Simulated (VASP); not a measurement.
# Te (P6_3/mmc) in VASP: further runs

Runs on Te. Level: PBE. Tasks: single point.

All numbers are computed with VASP 6.6.1; they aren't measurements. Logs are shortened: lines on timing, memory, paths and dates and some standing lists are left out, and cuts for length are marked.

### Step 1. The cell of the first run

The structure is hexagonal, space group P6_3/mmc (No. 194). Conventional cell: a = 4.163 Å, b = 4.163 Å, c = 4.528 Å, α = 90.00°, β = 90.00°, γ = 120.00°. Within 4.3 Å of Te (site symmetry -6m2) lie 12 Te at 3.30 to 4.16 Å.

This isn't the form of Te at room conditions, which is trigonal, of chains.

### Step 2. Single point, PBE (33.99 Å³/atom)

INCAR

```
SYSTEM = Te
PREC = Accurate ; ENCUT = 520
EDIFF = 1E-6 ; ISMEAR = -1
SIGMA = 0.1 ; LREAL = .False.
LASPH = .True. ; NELM = 80
ALGO = Normal ; ISIF = 2
LWAVE = .False. ; LCHARG = .True.
GGA = PE ; LELF = .True.
LVHAR = .True. ; NBANDS = 13
```

KPOINTS

```
regular mesh
0
Gamma
  15 15 12
  0 0 0
```

POSCAR

```
Te
1.0
    4.1634262420      0.0000000000      0.0000000000
   -2.0817131210      3.6056328923      0.0000000000
    0.0000000000      0.0000000000      4.5281262244
Te
2
Direct
    0.3333333333      0.6666666667      0.2500000000
    0.6666666667      0.3333333333      0.7500000000
```

Potentials or basis: VASP PAW PBE potentials, release 64 (Te).

On the command line:

```bash
cat potpaw_PBE.64/Te/POTCAR > POTCAR
mpirun -np 1 vasp_std > vasp.out
```

OUTCAR:

```text
SYSTEM = Te
   PREC = Accurate
   ENCUT = 520
   EDIFF = 1E-6
   ISMEAR = -1
   LREAL = .False.
   LASPH = .True.
   NELM = 80
   ISIF = 2
   GGA = PE

 ion  position               nearest neighbor table
   1  0.333  0.667  0.250-   2 3.30   2 3.30   2 3.30   2 3.30   2 3.30   2 3.30
   2  0.667  0.333  0.750-   1 3.30   1 3.30   1 3.30   1 3.30   1 3.30   1 3.30

  LATTYP: Found a hexagonal cell.
 ALAT       =     4.1634262420
 C/A-ratio  =     1.0875961194

  Lattice vectors:

 A1 = (   4.1634262420,   0.0000000000,   0.0000000000)
 A2 = (  -2.0817131210,   3.6056328923,   0.0000000000)
 A3 = (   0.0000000000,   0.0000000000,   4.5281262244)

Analysis of symmetry for initial positions (statically):
=====================================================================
 Subroutine PRICEL returns:
 Original cell was already a primitive cell.

 Routine SETGRP: Setting up the symmetry group for a
 hexagonal supercell.

 Subroutine GETGRP returns: Found 24 space group operations
 (whereof 12 operations were pure point group operations)
 out of a pool of 24 trial point group operations.

The static configuration has the point symmetry D_3d.
 The point group associated with its full space group is D_6h.

Analysis of symmetry for dynamics (positions and initial velocities):
=====================================================================
 Subroutine PRICEL returns:
 Original cell was already a primitive cell.

 Routine SETGRP: Setting up the symmetry group for a
 hexagonal supercell.

 Subroutine GETGRP returns: Found 24 space group operations
 (whereof 12 operations were pure point group operations)
 out of a pool of 24 trial point group operations.

The dynamic configuration has the point symmetry D_3d.
 The point group associated with its full space group is D_6h.

 Subroutine INISYM returns: Found 24 space group operations
 (whereof 12 operations are pure point group operations),
 and found     1 'primitive' translations

----------------------------------------------------------------------------------------

                                     Primitive cell

  volume of cell :      67.9753

  direct lattice vectors                    reciprocal lattice vectors
     4.163426242  0.000000000  0.000000000     0.240186794  0.138671910  0.000000000
    -2.081713121  3.605632892  0.000000000     0.000000000  0.277343820  0.000000000
     0.000000000  0.000000000  4.528126224     0.000000000  0.000000000  0.220841900

  length of vectors
     4.163426242  4.163426242  4.528126224     0.277343820  0.277343820  0.220841900

  position of ions in fractional coordinates (direct lattice)
     0.333333333  0.666666667  0.250000000
     0.666666667  0.333333333  0.750000000

  ion indices of the primitive-cell ions
   primitive index   ion index
                 1           1
                 2           2

----------------------------------------------------------------------------------------

 KPOINTS: regular mesh

Automatic generation of k-mesh.
 Grid dimensions read from file:
 generate k-points for:   15   15   12

 Generating k-lattice:

  Cartesian coordinates                     Fractional coordinates (reciprocal lattice)
     0.016012453  0.009244794  0.000000000     0.066666667  0.000000000  0.000000000
     0.000000000  0.018489588  0.000000000     0.000000000  0.066666667  0.000000000
     0.000000000  0.000000000  0.018403492     0.000000000  0.000000000  0.083333333

  Length of vectors
     0.018489588  0.018489588  0.018403492

  Shift w.r.t. Gamma in fractional coordinates (k-lattice)
     0.000000000  0.000000000  0.000000000

 Subroutine IBZKPT returns following result:
 ===========================================

 Found    189 irreducible k-points:

 Following reciprocal coordinates:
            Coordinates               Weight
  0.000000  0.000000  0.000000      1.000000
  0.066667 -0.000000  0.000000      6.000000
  0.133333 -0.000000  0.000000      6.000000
  0.200000 -0.000000  0.000000      6.000000
  0.266667 -0.000000  0.000000      6.000000
  0.333333 -0.000000  0.000000      6.000000
[... 16 lines left out ...]
  0.333333  0.200000  0.000000     12.000000
  0.400000  0.200000  0.000000      6.000000
 [... further k-points ...]
   k-points           NKPTS =    189   k-points in BZ     NKDIM =    189   number of bands    NBANDS=     13
   number of dos      NEDOS =    301   number of ions     NIONS =      2
   total plane-waves  NPLWV =  36864
   dimension x,y,z NGX =    32 NGY =   32 NGZ =   36
   dimension x,y,z NGXF=    64 NGYF=   64 NGZF=   72
   ions per type =               2
   NGX,Y,Z   is equivalent  to a cutoff of  12.78, 12.78, 13.22 a.u.
   NGXF,Y,Z  is equivalent  to a cutoff of  25.56, 25.56, 26.43 a.u.
 SYSTEM =  Te
   PREC   = accura    normal or accurate (medium, high low for compatibility)
   ISTART =      0    job   : 0-new  1-cont  2-samecut
   ICHARG =      2    charge: 1-file 2-atom 10-const
   ISPIN  =      1    spin polarized calculation?
   LNONCOLLINEAR =      F non collinear calculations
   LSORBIT =      F    spin-orbit coupling
   LASPH  =      T    aspherical Exc in radial PAW
   ENCUT  =  520.0 eV  38.22 Ry    6.18 a.u.   7.74  7.74  8.42*2*pi/ulx,y,z
   NELM   =     80;   NELMIN=  2; NELMDL= -5     # of ELM steps
   EDIFF  = 0.1E-05   stopping-criterion for ELM
   LREAL  =      F    real-space projection
   EDIFFG = 0.1E-04   stopping-criterion for IOM
   NSW    =      0    number of steps for IOM
   IBRION =     -1    ionic relax: 0-MD 1-quasi-New 2-CG
   NFREE  =      0    steps in history (QN), initial steepest desc. (CG)
   ISIF   =      2    stress and relaxation
   ISYM   =      2    0-nonsym 1-usesym 2-fastsym
   POTIM  = 0.5000    time-step for ionic-motion
   TEBEG  =    0.0;   TEEND  =   0.0 temperature during run
   PSTRESS=    0.0 pullay stress
   NELECT =      12.0000    total number of electrons
   NUPDOWN=      -1.0000    fix difference up-down
   EMIN   =  10.00;   EMAX   =-10.00  energy-range for DOS
   EFERMI =   0.00;   METHOD = LEGACY
   ISMEAR =    -1;   SIGMA  =   0.10  broadening in eV -4-tet -1-fermi 0-gaus
   EFERMI_NEDOS =   21; number of points for ismear=-14 and -15
   IALGO  =     38    algorithm
   IMIX   =      4    mixing-type and parameters
     AMIX     =   0.40;   BMIX     =  1.00
     AMIX_MAG =   1.60;   BMIX_MAG =  1.00
  volume/ion in A,a.u.               =      33.99       229.36
  Fermi-wavevector in a.u.,A,eV,Ry     =   0.918371  1.735470 11.475232  0.843406
  Thomas-Fermi vector in A             =   2.043445
   LORBIT       =      0    0 simple, 1 ext, 2 COOP (PROOUT), +10 PAW based schemes
   GGA     = PE    functional components
   LHFCALC =     F    Hartree Fock is set to
   AEXX    =    0.0000 exact exchange contribution
   IVDW    =     0    specifies the selected vdW correction
   LEPSILON=     F    determine dielectric tensor
   LRPA    =     F    only Hartree local field effects (RPA)
 non-spin polarized calculation
  energy-cutoff  :      520.00
  volume of cell :       67.98
 maximum number of plane-waves:      1871
 NGX is ok and might be reduce to    32
   NGX = 15   NGY = 15   NGZ = 17

 number of electron      12.0000001 magnetization

 Free energy of the ion-electron system (eV)
  ---------------------------------------------------
  ext. energy  EPLUGINS =         0.00000000
  ---------------------------------------------------
  free energy    TOTEN  =        -5.89090092 eV

  energy without entropy =       -5.84151698  energy(sigma->0) =       -5.86620895

 E-fermi :   5.7682     XC(G=0):  -9.1776

 val. band max:        5.7658677627   @ k =   0.0667   0.0667   0.4167
 cond. band min:       5.7765504955   @ k =   0.4000  -0.0000   0.3333
 fundamental gap:      0.0106827328
 Fermi energy:         5.7682364024

 k-point     1 :       0.0000    0.0000    0.0000
  band No.  band energies     occupation
      1      -7.2998      2.00000
      2      -3.0342      2.00000
      3       1.6960      2.00000
      4       4.1101      2.00000
      5       4.1101      2.00000
      6       6.5938      0.00052
      7       6.5938      0.00052
      8       8.6750      0.00000
      9       9.2296      0.00000
     10      11.6108      0.00000
     11      13.5740      0.00000
     12      13.5740      0.00000
     13      14.8118      0.00000

 k-point     2 :       0.0667   -0.0000    0.0000
  band No.  band energies     occupation
      1      -7.2618      2.00000
      2      -3.0675      2.00000
      3       1.7399      2.00000
      4       3.9681      2.00000
      5       4.0210      2.00000
      6       6.4842      0.00155
      7       6.6840      0.00021
      8       8.5252      0.00000
      9       9.4014      0.00000
     10      11.8059      0.00000
     11      13.3296      0.00000
     12      13.5750      0.00000
     13      14.6853      0.00000

 k-point     3 :       0.1333   -0.0000    0.0000
  band No.  band energies     occupation
      1      -7.1490      2.00000
      2      -3.1704      2.00000
      3       1.8705      2.00000
      4       3.6219      2.00000
      5       3.8007      2.00000
      6       6.2036      0.02540
      7       6.9003      0.00002
      8       8.1200      0.00000
      9       9.8428      0.00000
     10      11.9689      0.00000
     11      13.2979      0.00000
     12      13.6280      0.00000
     13      14.4019      0.00000
[... 305 lines left out ...]
 k-point    23 :       0.3333    0.2000    0.0000
  band No.  band energies     occupation
      1      -5.7495      2.00000
      2      -4.6003      2.00000
      3       1.5452      2.00000
      4       3.5469      2.00000
      5       3.6232      2.00000
      6       4.9595      1.99939
      7       5.1290      1.99666
      8       6.9370      0.00002
      9      10.5873      0.00000
     10      11.5109      0.00000
     11      12.8218      0.00000
     12      14.8913      0.00000
     13      16.2899      0.00000

 k-point    24 :       0.4000    0.2000    0.0000
  band No.  band energies     occupation
      1      -5.5922      2.00000
      2      -4.7612      2.00000
      3       1.4646      2.00000
      4       3.7224      2.00000
      5       3.7442      2.00000
      6       4.8200      1.99985
      7       4.8934      1.99968
      8       6.9273      0.00002
      9      10.5156      0.00000
     10      11.4271      0.00000
     11      13.8205      0.00000
     12      13.9179      0.00000
     13      16.2672      0.00000

 [... further k-points ...]

------------------------ aborting loop because EDIFF is reached ----------------------------------------

  FORCE on cell =-STRESS in cart. coord.  units (eV):
  Direction    XX          YY          ZZ          XY          YZ          ZX
  --------------------------------------------------------------------------------------
  -------------------------------------------------------------------------------------
  Total       -1.0248636     -1.0248636     -2.0320624      0.0000000      0.0000000      0.0000000
  in kB      -24.1560404    -24.1560404    -47.8957206      0.0000000      0.0000000      0.0000000
  external PRESSURE =     -32.0692672 kB  Pullay stress =       0.0000000 kB

 VOLUME and BASIS-vectors are now :
 -----------------------------------------------------------------------------
  energy-cutoff  :      520.00
  volume of cell :       67.98
      direct lattice vectors                 reciprocal lattice vectors
     4.163426242  0.000000000  0.000000000     0.240186794  0.138671910  0.000000000
    -2.081713121  3.605632892  0.000000000     0.000000000  0.277343820  0.000000000
     0.000000000  0.000000000  4.528126224     0.000000000  0.000000000  0.220841900

 POSITION                                       TOTAL-FORCE (eV/Angst)
 -----------------------------------------------------------------------------------
     -0.00000      2.40376      1.13203         0.000000      0.000000      0.000000
      2.08171      1.20188      3.39609        -0.000000     -0.000000      0.000000
 -----------------------------------------------------------------------------------
    total drift:                                0.000000     -0.000000      0.000000

  FREE ENERGIE OF THE ION-ELECTRON SYSTEM (eV)
  ---------------------------------------------------
  free  energy   TOTEN  =        -5.8909009225 eV

  energy  without entropy=       -5.8415169823  energy(sigma->0) =       -5.86620895
```

Wall time 44 s (1 thread of Intel Xeon 6975P-C (Granite Rapids), shared host); peak memory 0.27 GiB.

Results:

| Property | Result |
| --- | --- |
| Free energy | -5.8909 eV |
| Pressure | -3.2 GPa |
| Band gap on the k mesh | zero (bands 6 and 7 overlap by 2.23 eV) |

Caveat: the cell stands under tension; spin-orbit coupling is left out, which moves the levels of the heavy elements.

### Step 3. Single point, PBE (35.25 Å³/atom)

This run uses another cell than the first one, of 35.25 Å³/atom.

INCAR

```
SYSTEM = Te
  PREC = Accurate
  ENCUT = 520
  EDIFF = 1E-7
  ISMEAR = -1
  SIGMA = 0.1
  LREAL = .False.
  LASPH = .True.
  NELM = 100
  ALGO = Normal
  ISIF = 2
  LWAVE = .False.
  LCHARG = .False.
  GGA = PE
  NBANDS = 13
```

KPOINTS is that of step 2.

POSCAR

```
Te
1.0
    4.2142047372      0.0000000000      0.0000000000
   -2.1071023686      3.6496083592      0.0000000000
    0.0000000000      0.0000000000      4.5833527187
Te
2
Direct
    0.3333333333      0.6666666667      0.2500000000
    0.6666666667      0.3333333333      0.7500000000
```

Potentials or basis: VASP PAW PBE potentials, release 64 (Te).

On the command line:

```bash
cat potpaw_PBE.64/Te/POTCAR > POTCAR
mpirun -np 1 vasp_std > vasp.out
```

OUTCAR:

```text
SYSTEM = Te
   PREC = Accurate
   ENCUT = 520
   EDIFF = 1E-7
   ISMEAR = -1
   LREAL = .False.
   LASPH = .True.
   NELM = 100
   ISIF = 2
   GGA = PE

 ion  position               nearest neighbor table
   1  0.333  0.667  0.250-   2 3.34   2 3.34   2 3.34   2 3.34   2 3.34   2 3.34
   2  0.667  0.333  0.750-   1 3.34   1 3.34   1 3.34   1 3.34   1 3.34   1 3.34

  LATTYP: Found a hexagonal cell.
 ALAT       =     4.2142047372
 C/A-ratio  =     1.0875961194

  Lattice vectors:

 A1 = (   4.2142047372,   0.0000000000,   0.0000000000)
 A2 = (  -2.1071023686,   3.6496083592,   0.0000000000)
 A3 = (   0.0000000000,   0.0000000000,   4.5833527187)

Analysis of symmetry for initial positions (statically):
=====================================================================
 Subroutine PRICEL returns:
 Original cell was already a primitive cell.

 Routine SETGRP: Setting up the symmetry group for a
 hexagonal supercell.

 Subroutine GETGRP returns: Found 24 space group operations
 (whereof 12 operations were pure point group operations)
 out of a pool of 24 trial point group operations.

The static configuration has the point symmetry D_3d.
[... 178 lines left out ...]
      7       6.1259      0.00069
      8       8.0756      0.00000
      9       8.9139      0.00000
     10      11.1338      0.00000
     11      13.1090      0.00000
     12      13.1090      0.00000
     13      14.3371      0.00000
[... 354 lines left out ...]
  band No.  band energies     occupation
      1      -5.8907      2.00000
      2      -5.1123      2.00000
      3       1.2322      2.00000
      4       3.3455      2.00000
      5       3.4038      2.00000
      6       4.3971      1.99982
      7       4.5084      1.99946
      8       6.4431      0.00003
      9      10.1604      0.00000
     10      11.0549      0.00000
     11      13.3387      0.00000
     12      13.4314      0.00000
     13      15.7300      0.00000

 [... further k-points ...]

------------------------ aborting loop because EDIFF is reached ----------------------------------------

  FORCE on cell =-STRESS in cart. coord.  units (eV):
  Direction    XX          YY          ZZ          XY          YZ          ZX
  --------------------------------------------------------------------------------------
  -------------------------------------------------------------------------------------
  Total       -1.4493883     -1.4493883     -2.7703538      0.0000000     -0.0000000      0.0000000
  in kB      -32.9420143    -32.9420143    -62.9652075      0.0000000     -0.0000000      0.0000000
  external PRESSURE =     -42.9497454 kB  Pullay stress =       0.0000000 kB

 VOLUME and BASIS-vectors are now :
 -----------------------------------------------------------------------------
  energy-cutoff  :      520.00
  volume of cell :       70.49
      direct lattice vectors                 reciprocal lattice vectors
     4.214204737  0.000000000  0.000000000     0.237292695  0.137001001  0.000000000
    -2.107102369  3.649608359  0.000000000     0.000000000  0.274002003  0.000000000
     0.000000000  0.000000000  4.583352719     0.000000000  0.000000000  0.218180895

 POSITION                                       TOTAL-FORCE (eV/Angst)
 -----------------------------------------------------------------------------------
     -0.00000      2.43307      1.14584        -0.000000     -0.000000      0.000000
      2.10710      1.21654      3.43751         0.000000      0.000000      0.000000
 -----------------------------------------------------------------------------------
    total drift:                               -0.000000      0.000000      0.000000

  FREE ENERGIE OF THE ION-ELECTRON SYSTEM (eV)
  ---------------------------------------------------
  free  energy   TOTEN  =        -5.8316377047 eV

  energy  without entropy=       -5.7803107010  energy(sigma->0) =       -5.80597420
```

stdout:

```text
POSCAR found type information on POSCAR Te
 POSCAR found :  1 types and       2 ions
 scaLAPACK will be used
 LDA part: xc-table for (Slater+PW92), standard interpolation
 POSCAR, INCAR and KPOINTS ok, starting setup
 FFT: planning ... GRIDC
 FFT: planning ... GRID_SOFT
 FFT: planning ... GRID
 WAVECAR not read
 entering main loop
```

Wall time 45 s (1 thread of Intel Xeon 6975P-C (Granite Rapids), shared host); peak memory 0.28 GiB.

What came out:

```yaml
Free_energy: -5.8316 eV
Pressure: -4.3 GPa
Band_gap_on_the_k_mesh: zero (bands 6 and 7 overlap by 2.17 eV)
```

Stress tensor (GPa, compression positive):
```
-3.29  0.00  0.00
 0.00 -3.29  0.00
 0.00  0.00 -6.30
```

Levels at points of the mesh, in eV from the Fermi level:
```csv
k point,band 3,band 4,band 5,band 6,band 7,band 8,band 9,band 10
"(0.00, 0.00, 0.00)",-3.89,-1.59,-1.59,0.80,0.80,2.75,3.58,5.80
"(0.00, 0.00, 0.50)",-0.85,-0.85,-0.38,-0.38,-0.38,-0.38,6.60,6.60
```

Caveat: the cell stands under tension; spin-orbit coupling is left out, which moves the levels of the heavy elements.
